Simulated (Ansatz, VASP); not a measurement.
Given: the input of a run of VASP 6.6.1 on MnS.

Contents of INCAR:

```
  PREC = Accurate
  ENCUT = 520
  EDIFF = 1E-7
  ISMEAR = 0
  SIGMA = 0.05
  LREAL = F
  LASPH = T
  NELM = 150
  ALGO = Normal
  ISIF = 2
  LWAVE = F
  LCHARG = F
  ISPIN = 2
  MAGMOM = 4 0
  LORBIT = 11
  LMAXMIX = 4
  GGA = PE
  NBANDS = 20
```

Contents of KPOINTS:

```
Automatic mesh
0
Gamma
  9 9 9
```

Contents of POSCAR:

```
MnS
1.0
    0.0000000000      2.6045000000      2.6045000000
    2.6045000000      0.0000000000      2.6045000000
    2.6045000000      2.6045000000      0.0000000000
Mn S
1 1
Direct
    0.0000000000      0.0000000000      0.0000000000
    0.5000000000      0.5000000000      0.5000000000
```

Potentials or basis: VASP PAW PBE potentials, release 64 (Mn_pv, S).

The run is started by

```bash
$ cat potpaw_PBE.64/Mn_pv/POTCAR potpaw_PBE.64/S/POTCAR > POTCAR
$ mpirun -np 1 vasp_std > vasp.out
```

Problem. Set up the same calculation for Ansatz 0.2.0. Potentials there: all-electron LAPW, scalar-relativistic.

Solution. As run (the cutoff follows the program's own potentials):

input.yaml

```yaml
crystal:
  lattice:
    - [0.0, 2.6045, 2.6045]
    - [2.6045, 0.0, 2.6045]
    - [2.6045, 2.6045, 0.0]
  atoms:
    - { symbol: Mn, position: [0.0, 0.0, 0.0], spin: 4.0 }
    - { symbol: S, position: [0.5, 0.5, 0.5] }
kpoints:
  mp_grid: { grid: [9, 9, 9] }
scf:
  occupations: { method: gaussian, width: 0.05 }
hamiltonian:
  xc: pbe
  pseudopotentials: { kind: all_electron, lapw: { basis_error: 0.001 } }
magnetization:
  spin_polarized: true
output:
  forces: true
  stress: true
  eigenvalues: true
```

Potentials or basis: all-electron LAPW, scalar-relativistic.

Launch:

```sh
$ ansatz run input.yaml --threads 2 --pin off --max-ram 6144MiB --backend cpu --events-out ev --progress --plain --runs-dir out
```

Both were run:

|  | VASP | Ansatz | Ansatz less VASP |
| --- | --- | --- | --- |
| gap on the k mesh at the Fermi level (eV) | none | none | - |
| pressure (GPa) | -2.9 | -2.8 | +0.03 |
| net moment per atom (μB) | 2.36 | 2.36 | 0.000 |
| size of the moment on the site where the two differ most (μB) | 4.26 | 4.44 | +0.176 |

Site moments also hang on the region over which each program counts them. A gap of «none» marks a metal or a gap that the smearing closes. Ansatz ran all-electron here, and VASP with PAW potentials.
